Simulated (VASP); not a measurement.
Here is a VASP 6.6.1 calculation.

The input POSCAR:

```
Si
1.0
    0.0000000000      5.4437023800     -5.4437023800
    5.4437023800      5.4437023800      0.0000000000
    5.4437023800      0.0000000000     -5.4437023800
Si
15
Direct
   -0.1914152221      0.2304709943      0.2304713617
    0.1195656843      0.6271926277      0.1260506090
    0.6337198949      0.1265264799      0.1265275821
    0.6337199867      0.6132241932      0.1265278577
    0.1195648576      0.1260501497      0.6271921684
    0.1195646739      0.6271943728      0.6271919847
    0.6337210889      0.1265263881      0.6132249280
    0.6217279645      0.6260900692      0.6260911714
    0.2550923807      0.7356098332      0.2546494836
    0.2550924726      0.2546499429      0.2546495755
    0.7449700988      0.7518986554      0.2512311299
    0.2471444811      0.7509521489      0.7509523326
    0.2550924726      0.2546514124      0.7356062511
    0.7449696396      0.7518991147      0.7519002169
    0.7449697314      0.2512302115      0.7518997576
```

The input INCAR.step1:

```
PREC = Accurate
ENCUT = 520
ISMEAR = 0
SIGMA = 0.02
LREAL = Auto
LASPH = T
NELM = 60
NBANDS = 43
GGA = PE
ALGO = Normal
EDIFF = 1E-4
LWAVE = T
LCHARG = F
```

The input INCAR.step2:

```
PREC = Accurate
ENCUT = 520
EDIFF = 1E-7
ISMEAR = 0
SIGMA = 0.02
LREAL = Auto
LASPH = T
NELM = 60
ALGO = Normal
ISIF = 2
LWAVE = F
LCHARG = F
METAGGA = R2SCAN
LMIXTAU = T
NBANDS = 43
ISTART = 1
```

Contents of KPOINTS:

```
regular mesh
0
Gamma
  2 2 2
```

Potentials or basis: VASP PAW PBE potentials, release 64 (Si).

Run with:

```console
$ cat potpaw_PBE.64/Si/POTCAR > POTCAR
$ cp INCAR.step1 INCAR
$ mpirun -np 1 vasp_std > vasp.out
$ cp INCAR.step2 INCAR
$ mpirun -np 1 vasp_std > vasp.out
```

**Question.** Estimate the band gap on the k mesh.

**Answer.** Zero (bands 30 and 31 overlap by 0.19 eV).

**Question.** Predict the largest force.

**Answer.** 0.483 eV/Å.

**Question.** Predict the pressure.

**Answer.** -2.0 GPa.

Stress tensor (GPa, compression positive):
```
-2.02  0.67 -0.67
 0.67 -2.02  0.67
-0.67  0.67 -2.02
```

Caveat: the k points lie up to 0.50 Å⁻¹ apart; the PAW data sets were made with another functional, which shifts forces and pressure a little.
